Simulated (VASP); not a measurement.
# HfZrS3 (Pm-3m) in VASP: further runs

Runs on HfZrS3. Level: PBE. Tasks: single point, relaxation of cell and atoms.

Everything below comes from runs of VASP 6.6.1. Logs are shortened: lines on timing, memory, paths and dates and some standing lists are left out, and cuts for length are marked.

### Step 1. The cell of the first run

The structure is cubic, space group Pm-3m (No. 221). Conventional cell: a = 4.733 Å, b = 4.733 Å, c = 4.733 Å, α = 90.00°, β = 90.00°, γ = 90.00°. Within 3.1 Å of Zr (site symmetry m-3m) lie 6 S at 2.37 Å. Within 4.4 Å of Hf (site symmetry m-3m) lie 12 S at 3.35 Å and 8 Zr at 4.10 Å. S (site symmetry 4/mmm) has 2 Zr at 2.37 Å within 3.1 Å.

The cell was built from a structure type or drawn by symmetry, and may not be a known phase.

### Step 2. Single point, PBE

Contents of INCAR:

```
  ALGO = Normal
  EDIFF = 1E-6
  ENCUT = 520
  GGA = PE
  ISIF = 2
  ISMEAR = 0
  LASPH = T
  LCHARG = F
  LREAL = F
  LWAVE = F
  NBANDS = 28
  NELM = 60
  PREC = Accurate
  SIGMA = 0.1
```

Contents of KPOINTS:

```
k-points
0
Gamma
  4 4 4
```

Contents of POSCAR:

```
HfZrS3
1.0
    4.7325073100      0.0000000000      0.0000000000
    0.0000000000      4.7325073100      0.0000000000
    0.0000000000      0.0000000000      4.7325073100
Zr Hf S
1 1 3
Direct
    0.5000000000      0.5000000000      0.5000000000
    0.0000000000      0.0000000000      0.0000000000
    0.0000000000      0.5000000000      0.5000000000
    0.5000000000      0.5000000000      0.0000000000
    0.5000000000      0.0000000000      0.5000000000
```

Potentials or basis: VASP PAW PBE potentials, release 64 (Zr_sv, Hf_pv, S).

Launch:

```sh
> cat potpaw_PBE.64/Zr_sv/POTCAR potpaw_PBE.64/Hf_pv/POTCAR potpaw_PBE.64/S/POTCAR > POTCAR
> mpirun -np 1 vasp_std > vasp.out
```

OUTCAR:

```text
EDIFF = 1E-6
   ENCUT = 520
   GGA = PE
   ISIF = 2
   ISMEAR = 0
   LASPH = T
   LREAL = F
   NELM = 60
   PREC = Accurate

 ion  position               nearest neighbor table
   1  0.500  0.500  0.500-   3 2.37   4 2.37   5 2.37   4 2.37   5 2.37   3 2.37
   2  0.000  0.000  0.000-
   3  0.000  0.500  0.500-   1 2.37   1 2.37
   4  0.500  0.500  0.000-   1 2.37   1 2.37
   5  0.500  0.000  0.500-   1 2.37   1 2.37

  LATTYP: Found a simple cubic cell.
 ALAT       =     4.7325073100

  Lattice vectors:

 A1 = (   4.7325073100,   0.0000000000,   0.0000000000)
 A2 = (   0.0000000000,   4.7325073100,   0.0000000000)
 A3 = (   0.0000000000,   0.0000000000,   4.7325073100)

Analysis of symmetry for initial positions (statically):
=====================================================================
 Subroutine PRICEL returns:
 Original cell was already a primitive cell.

 Routine SETGRP: Setting up the symmetry group for a
 simple cubic supercell.

 Subroutine GETGRP returns: Found 48 space group operations
 (whereof 48 operations were pure point group operations)
 out of a pool of 48 trial point group operations.

The static configuration has the point symmetry O_h .

Analysis of symmetry for dynamics (positions and initial velocities):
=====================================================================
 Subroutine PRICEL returns:
 Original cell was already a primitive cell.

 Routine SETGRP: Setting up the symmetry group for a
 simple cubic supercell.

 Subroutine GETGRP returns: Found 48 space group operations
 (whereof 48 operations were pure point group operations)
 out of a pool of 48 trial point group operations.

The dynamic configuration has the point symmetry O_h .

 Subroutine INISYM returns: Found 48 space group operations
 (whereof 48 operations are pure point group operations),
 and found     1 'primitive' translations

----------------------------------------------------------------------------------------

                                     Primitive cell

  volume of cell :     105.9922

  direct lattice vectors                    reciprocal lattice vectors
     4.732507310  0.000000000  0.000000000     0.211304481  0.000000000  0.000000000
     0.000000000  4.732507310  0.000000000     0.000000000  0.211304481  0.000000000
     0.000000000  0.000000000  4.732507310     0.000000000  0.000000000  0.211304481

  length of vectors
     4.732507310  4.732507310  4.732507310     0.211304481  0.211304481  0.211304481

  position of ions in fractional coordinates (direct lattice)
     0.500000000  0.500000000  0.500000000
     0.000000000  0.000000000  0.000000000
     0.000000000  0.500000000  0.500000000
     0.500000000  0.500000000  0.000000000
     0.500000000  0.000000000  0.500000000

  ion indices of the primitive-cell ions
   primitive index   ion index
                 1           1
                 2           2
                 3           3
                 4           4
                 5           5

----------------------------------------------------------------------------------------

 KPOINTS: k-points

Automatic generation of k-mesh.
 Grid dimensions read from file:
 generate k-points for:    4    4    4

 Generating k-lattice:

  Cartesian coordinates                     Fractional coordinates (reciprocal lattice)
     0.052826120  0.000000000  0.000000000     0.250000000  0.000000000  0.000000000
     0.000000000  0.052826120  0.000000000     0.000000000  0.250000000  0.000000000
     0.000000000  0.000000000  0.052826120     0.000000000  0.000000000  0.250000000

  Length of vectors
     0.052826120  0.052826120  0.052826120

  Shift w.r.t. Gamma in fractional coordinates (k-lattice)
     0.000000000  0.000000000  0.000000000

 Subroutine IBZKPT returns following result:
 ===========================================

 Found     10 irreducible k-points:

 Following reciprocal coordinates:
            Coordinates               Weight
  0.000000  0.000000  0.000000      1.000000
  0.250000  0.000000  0.000000      6.000000
  0.500000  0.000000  0.000000      3.000000
  0.250000  0.250000  0.000000     12.000000
  0.500000  0.250000  0.000000     12.000000
  0.500000  0.500000  0.000000      3.000000
  0.250000  0.250000  0.250000      8.000000
  0.500000  0.250000  0.250000     12.000000
  0.500000  0.500000  0.250000      6.000000
  0.500000  0.500000  0.500000      1.000000
   k-points           NKPTS =     10   k-points in BZ     NKDIM =     10   number of bands    NBANDS=     28
   number of dos      NEDOS =    301   number of ions     NIONS =      5
   total plane-waves  NPLWV =  46656
   dimension x,y,z NGX =    36 NGY =   36 NGZ =   36
   dimension x,y,z NGXF=    72 NGYF=   72 NGZF=   72
   ions per type =               1   1   3
   NGX,Y,Z   is equivalent  to a cutoff of  12.65, 12.65, 12.65 a.u.
   NGXF,Y,Z  is equivalent  to a cutoff of  25.29, 25.29, 25.29 a.u.
 SYSTEM =  unknown system
   PREC   = accura    normal or accurate (medium, high low for compatibility)
   ISTART =      0    job   : 0-new  1-cont  2-samecut
   ICHARG =      2    charge: 1-file 2-atom 10-const
   ISPIN  =      1    spin polarized calculation?
   LNONCOLLINEAR =      F non collinear calculations
   LSORBIT =      F    spin-orbit coupling
   LASPH  =      T    aspherical Exc in radial PAW
   ENCUT  =  520.0 eV  38.22 Ry    6.18 a.u.   8.80  8.80  8.80*2*pi/ulx,y,z
   NELM   =     60;   NELMIN=  2; NELMDL= -5     # of ELM steps
   EDIFF  = 0.1E-05   stopping-criterion for ELM
   LREAL  =      F    real-space projection
   EDIFFG = 0.1E-04   stopping-criterion for IOM
   NSW    =      0    number of steps for IOM
   IBRION =     -1    ionic relax: 0-MD 1-quasi-New 2-CG
   NFREE  =      0    steps in history (QN), initial steepest desc. (CG)
   ISIF   =      2    stress and relaxation
   ISYM   =      2    0-nonsym 1-usesym 2-fastsym
   POTIM  = 0.5000    time-step for ionic-motion
   TEBEG  =    0.0;   TEEND  =   0.0 temperature during run
   PSTRESS=    0.0 pullay stress
   NELECT =      40.0000    total number of electrons
   NUPDOWN=      -1.0000    fix difference up-down
   EMIN   =  10.00;   EMAX   =-10.00  energy-range for DOS
   EFERMI =   0.00;   METHOD = LEGACY
   ISMEAR =     0;   SIGMA  =   0.10  broadening in eV -4-tet -1-fermi 0-gaus
   EFERMI_NEDOS =   21; number of points for ismear=-14 and -15
   IALGO  =     38    algorithm
   IMIX   =      4    mixing-type and parameters
     AMIX     =   0.40;   BMIX     =  1.00
     AMIX_MAG =   1.60;   BMIX_MAG =  1.00
  volume/ion in A,a.u.               =      21.20       143.05
  Fermi-wavevector in a.u.,A,eV,Ry     =   1.183051  2.235643 19.042852  1.399610
  Thomas-Fermi vector in A             =   2.319293
   LORBIT       =      0    0 simple, 1 ext, 2 COOP (PROOUT), +10 PAW based schemes
   GGA     = PE    functional components
   LHFCALC =     F    Hartree Fock is set to
   AEXX    =    0.0000 exact exchange contribution
   IVDW    =     0    specifies the selected vdW correction
   LEPSILON=     F    determine dielectric tensor
   LRPA    =     F    only Hartree local field effects (RPA)
 non-spin polarized calculation
 Gauss-broadening in eV      SIGMA  =   0.10
  energy-cutoff  :      520.00
  volume of cell :      105.99
 maximum number of plane-waves:      2897
 NGX is ok and might be reduce to    36
   NGX = 17   NGY = 17   NGZ = 17

 number of electron      40.0000009 magnetization

 Free energy of the ion-electron system (eV)
  ---------------------------------------------------
  ext. energy  EPLUGINS =         0.00000000
  ---------------------------------------------------
  free energy    TOTEN  =       -32.37850637 eV

  energy without entropy =      -32.34707301  energy(sigma->0) =      -32.36278969

 E-fermi :   6.6775     XC(G=0): -10.2829

 val. band max:        6.6525095174   @ k =   0.2500   0.2500   0.2500
 cond. band min:       6.7150790944   @ k =   0.5000   0.0000   0.0000
 fundamental gap:      0.0625695770
 Fermi energy:         6.6775382899

 k-point     1 :       0.0000    0.0000    0.0000
  band No.  band energies     occupation
      1     -42.5253      2.00000
      2     -26.6238      2.00000
      3     -26.6238      2.00000
      4     -26.6238      2.00000
      5     -20.8060      2.00000
      6     -20.8060      2.00000
[... 20 lines left out ...]
     27       7.6383      0.00000
     28       7.6383      0.00000

 k-point     2 :       0.2500    0.0000    0.0000
  band No.  band energies     occupation
      1     -42.5248      2.00000
      2     -26.6255      2.00000
      3     -26.6236      2.00000
      4     -26.6236      2.00000
      5     -20.8348      2.00000
      6     -20.8053      2.00000
[... 20 lines left out ...]
     27       8.3329      0.00000
     28       8.3329      0.00000

 k-point     3 :       0.5000    0.0000    0.0000
  band No.  band energies     occupation
      1     -42.5244      2.00000
      2     -26.6272      2.00000
      3     -26.6235      2.00000
      4     -26.6235      2.00000
      5     -20.8634      2.00000
      6     -20.8047      2.00000
[... 20 lines left out ...]
     27       9.2368      0.00000
     28       9.2722      0.00000

 k-point     4 :       0.2500    0.2500    0.0000
  band No.  band energies     occupation
      1     -42.5244      2.00000
      2     -26.6253      2.00000
      3     -26.6253      2.00000
      4     -26.6235      2.00000
      5     -20.8342      2.00000
      6     -20.8337      2.00000
[... 20 lines left out ...]
     27       8.2619      0.00000
     28       9.2244      0.00000

 k-point     5 :       0.5000    0.2500    0.0000
  band No.  band energies     occupation
      1     -42.5239      2.00000
      2     -26.6270      2.00000
      3     -26.6252      2.00000
      4     -26.6233      2.00000
      5     -20.8623      2.00000
      6     -20.8331      2.00000
[... 20 lines left out ...]
     27       9.3191      0.00000
     28      10.0756      0.00000

 k-point     6 :       0.5000    0.5000    0.0000
  band No.  band energies     occupation
      1     -42.5235      2.00000
      2     -26.6269      2.00000
      3     -26.6269      2.00000
      4     -26.6232      2.00000
      5     -20.8612      2.00000
      6     -20.8612      2.00000
[... 20 lines left out ...]
     27       9.4773      0.00000
     28      10.1323      0.00000

 k-point     7 :       0.2500    0.2500    0.2500
  band No.  band energies     occupation
      1     -42.5239      2.00000
      2     -26.6252      2.00000
      3     -26.6251      2.00000
      4     -26.6251      2.00000
      5     -20.8335      2.00000
      6     -20.8331      2.00000
[... 20 lines left out ...]
     27       8.7281      0.00000
     28       9.0961      0.00000

 k-point     8 :       0.5000    0.2500    0.2500
  band No.  band energies     occupation
      1     -42.5235      2.00000
      2     -26.6268      2.00000
      3     -26.6250      2.00000
      4     -26.6250      2.00000
      5     -20.8614      2.00000
      6     -20.8324      2.00000
[... 20 lines left out ...]
     27       9.4716      0.00000
     28       9.6303      0.00000

 k-point     9 :       0.5000    0.5000    0.2500
  band No.  band energies     occupation
      1     -42.5230      2.00000
      2     -26.6266      2.00000
      3     -26.6266      2.00000
      4     -26.6248      2.00000
      5     -20.8605      2.00000
      6     -20.8605      2.00000
[... 20 lines left out ...]
     27       9.2212      0.00000
     28      10.0238      0.00000

 k-point    10 :       0.5000    0.5000    0.5000
  band No.  band energies     occupation
      1     -42.5226      2.00000
      2     -26.6264      2.00000
      3     -26.6264      2.00000
      4     -26.6264      2.00000
      5     -20.8599      2.00000
      6     -20.8599      2.00000
[... 20 lines left out ...]
     27       9.8498      0.00000
     28       9.8498      0.00000

------------------------ aborting loop because EDIFF is reached ----------------------------------------

  FORCE on cell =-STRESS in cart. coord.  units (eV):
  Direction    XX          YY          ZZ          XY          YZ          ZX
  --------------------------------------------------------------------------------------
  -------------------------------------------------------------------------------------
  Total        4.9993224      4.9993224      4.9993224     -0.0000000      0.0000000     -0.0000000
  in kB       75.5697263     75.5697263     75.5697263     -0.0000000      0.0000000     -0.0000000
  external PRESSURE =      75.5697263 kB  Pullay stress =       0.0000000 kB

 VOLUME and BASIS-vectors are now :
 -----------------------------------------------------------------------------
  energy-cutoff  :      520.00
  volume of cell :      105.99
      direct lattice vectors                 reciprocal lattice vectors
     4.732507310  0.000000000  0.000000000     0.211304481  0.000000000  0.000000000
     0.000000000  4.732507310  0.000000000     0.000000000  0.211304481  0.000000000
     0.000000000  0.000000000  4.732507310     0.000000000  0.000000000  0.211304481

 POSITION                                       TOTAL-FORCE (eV/Angst)
 -----------------------------------------------------------------------------------
      2.36625      2.36625      2.36625         0.000000      0.000000      0.000000
      0.00000      0.00000      0.00000         0.000000      0.000000      0.000000
      0.00000      2.36625      2.36625         0.000000      0.000000      0.000000
      2.36625      2.36625      0.00000         0.000000      0.000000      0.000000
      2.36625      0.00000      2.36625         0.000000      0.000000      0.000000
 -----------------------------------------------------------------------------------
    total drift:                                0.000000      0.000000      0.000000

  FREE ENERGIE OF THE ION-ELECTRON SYSTEM (eV)
  ---------------------------------------------------
  free  energy   TOTEN  =       -32.3785063749 eV

  energy  without entropy=      -32.3470730070  energy(sigma->0) =      -32.36278969
```

Run time: 24 s. Hardware: 1 thread of Intel Xeon Platinum 8488C (Sapphire Rapids), shared host; peak memory 0.21 GiB.

What came out:

| Item | Value |
| --- | --- |
| Free energy | -32.3785 eV |
| Pressure | 7.6 GPa |
| Band gap on the k mesh | zero (bands 20 and 21 overlap by 1.53 eV) |

Caveat: the cell stands under pressure; spin-orbit coupling is left out, which moves the levels of the heavy elements.

### Step 3. Single point, PBE

This run uses another cell than the first one, of 23.03 Å³/atom.

Contents of INCAR:

```
PREC = Accurate
ENCUT = 520
EDIFF = 1E-6
ISMEAR = 0
SIGMA = 0.1
LREAL = False
LASPH = True
NELM = 80
ALGO = Normal
ISIF = 2
LWAVE = False
LCHARG = False
GGA = PE
NBANDS = 28
```

Contents of KPOINTS:

```
regular mesh
0
Gamma
  4 4 4
```

POSCAR, as its differences from that of step 2:

```diff
@@ -2,5 +2,5 @@
 1.0
-    4.7325073100      0.0000000000      0.0000000000
-    0.0000000000      4.7325073100      0.0000000000
-    0.0000000000      0.0000000000      4.7325073100
+    4.8650080051      0.0000000000      0.0000000000
+    0.0000000000      4.8650080051      0.0000000000
+    0.0000000000      0.0000000000      4.8650080051
 Zr Hf S
```

Potentials or basis: VASP PAW PBE potentials, release 64 (Zr_sv, Hf_pv, S).

Launch:

```sh
> cat potpaw_PBE.64/Zr_sv/POTCAR potpaw_PBE.64/Hf_pv/POTCAR potpaw_PBE.64/S/POTCAR > POTCAR
> mpirun -np 1 vasp_std > vasp.out
```

It took 29 s on 1 thread of Intel Xeon Platinum 8488C (Sapphire Rapids), shared host; peak memory 0.21 GiB.

It converged, with:

| Quantity | Value |
| --- | --- |
| Free energy | -32.5736 eV |
| Pressure | -0.2 GPa |
| Band gap on the k mesh | zero (bands 20 and 21 overlap by 1.25 eV) |

Levels at points of the mesh, in eV from the Fermi level:
| k point | band 17 | band 18 | band 19 | band 20 | band 21 | band 22 | band 23 | band 24 |
| --- | --- | --- | --- | --- | --- | --- | --- | --- |
| (0.00, 0.00, 0.00) | -1.58 | -1.58 | -1.58 | -1.32 | -0.92 | -0.92 | -0.92 | -0.47 |
| (0.50, 0.00, 0.00) | -3.47 | -1.93 | -1.93 | -0.28 | 0.06 | 0.33 | 1.11 | 1.41 |
| (0.50, 0.50, 0.00) | -3.44 | -2.96 | -1.40 | 0.02 | 0.45 | 0.97 | 1.13 | 1.14 |
| (0.50, 0.50, 0.50) | -1.41 | -1.09 | -1.09 | -1.09 | 0.20 | 0.20 | 0.20 | 0.56 |

Caveat: spin-orbit coupling is left out, which moves the levels of the heavy elements.

### Step 4. Relaxation of cell and atoms, PBE

Contents of INCAR:

```
  PREC = Accurate
  ENCUT = 600
  EDIFF = 1E-6
  ISMEAR = 0
  SIGMA = 0.1
  LREAL = False
  LASPH = True
  NELM = 60
  ALGO = Normal
  ISIF = 3
  LWAVE = False
  LCHARG = False
  GGA = PE
  IBRION = 2
  NSW = 90
  EDIFFG = -0.04
```

KPOINTS is that of step 3.

POSCAR, as its differences from that of step 3:

```diff
@@ -2,5 +2,5 @@
 1.0
-    4.8650080051      0.0000000000      0.0000000000
-    0.0000000000      4.8650080051      0.0000000000
-    0.0000000000      0.0000000000      4.8650080051
+    4.7325073100      0.0000000000      0.0000000000
+    0.0000000000      4.7325073100      0.0000000000
+    0.0000000000      0.0000000000      4.7325073100
 Zr Hf S
```

Launch:

```sh
> cat potpaw_PBE.64/Zr_sv/POTCAR potpaw_PBE.64/Hf_pv/POTCAR potpaw_PBE.64/S/POTCAR > POTCAR
> mpirun -np 1 vasp_std > vasp.out
```

Wall time 74 s (1 thread of Intel Xeon Platinum 8488C (Sapphire Rapids), shared host); peak memory 0.26 GiB.

Results (log left out):

```
Free energy                           : -32.5578 eV
Relaxed volume                        : 23.00 Å³/atom
Relaxed cell                          : a = 4.863 Å, b = 4.863 Å, c = 4.863 Å, α = 90.00°, β = 90.00°, γ = 90.00°
Space group after relaxing (to 0.1 Å) : Pm-3m (No. 221)
Energy gained by relaxing             : 39.4 meV/atom
Ionic steps                           : 3
Pressure after relaxing               : 0.0 GPa
```

The path:
```tsv
step	energy change (eV)	largest force (eV/Å)	pressure (GPa)	volume (Å³)
1	0.0000	0.0000	7.64	105.99
2	-0.0965	0.0000	-4.17	122.27
3	-0.1970	0.0000	-0.02	114.98
```

Final structure:
```
CELL_PARAMETERS angstrom
4.86270 0.00000 0.00000
0.00000 4.86270 0.00000
0.00000 0.00000 4.86270
ATOMIC_POSITIONS crystal
Zr 0.50000 0.50000 0.50000
Hf 0.00000 0.00000 0.00000
S 0.00000 0.50000 0.50000
S 0.50000 0.50000 0.00000
S 0.50000 0.00000 0.50000
```

Levels at points of the mesh, in eV from the Fermi level:
| k point | band 18 | band 19 | band 20 | band 21 | band 22 | band 23 |
| --- | --- | --- | --- | --- | --- | --- |
| (0.00, 0.00, 0.00) | -1.58 | -1.58 | -1.32 | -0.93 | -0.93 | -0.93 |
| (0.50, 0.00, 0.00) | -1.93 | -1.93 | -0.28 | 0.05 | 0.32 | 1.11 |
| (0.50, 0.50, 0.00) | -2.96 | -1.41 | 0.01 | 0.44 | 0.98 | 1.13 |
| (0.50, 0.50, 0.50) | -1.09 | -1.09 | -1.09 | 0.20 | 0.20 | 0.20 |

Caveat: the highest band is partly filled, so the run has too few bands; spin-orbit coupling is left out, which moves the levels of the heavy elements.

### Step 5. The runs side by side

| task | cell | cutoff (eV) | gap on the mesh (eV) | pressure (GPa) |
| --- | --- | --- | --- | --- |
| single point | a = 4.733 Å, 5 atoms | 520 | none | 7.6 |
| single point | a = 4.865 Å, 5 atoms | 520 | none | -0.2 |
| relaxation of cell and atoms | relaxed from a = 4.733 Å, 5 atoms | 600 | - | 0.0 |

Alike in all rows: level PBE; potentials or basis VASP PAW PBE potentials, release 64 (Zr_sv, Hf_pv, S); no spin polarisation; k mesh 4 × 4 × 4; smearing gaussian 0.1 eV.

Caveats: spin-orbit coupling is left out, which moves the levels of the heavy elements; the cell stands under pressure (at least some runs); the highest band is partly filled, so the run has too few bands (at least some runs).

Absolute energies hang on the potentials; compare differences alone.
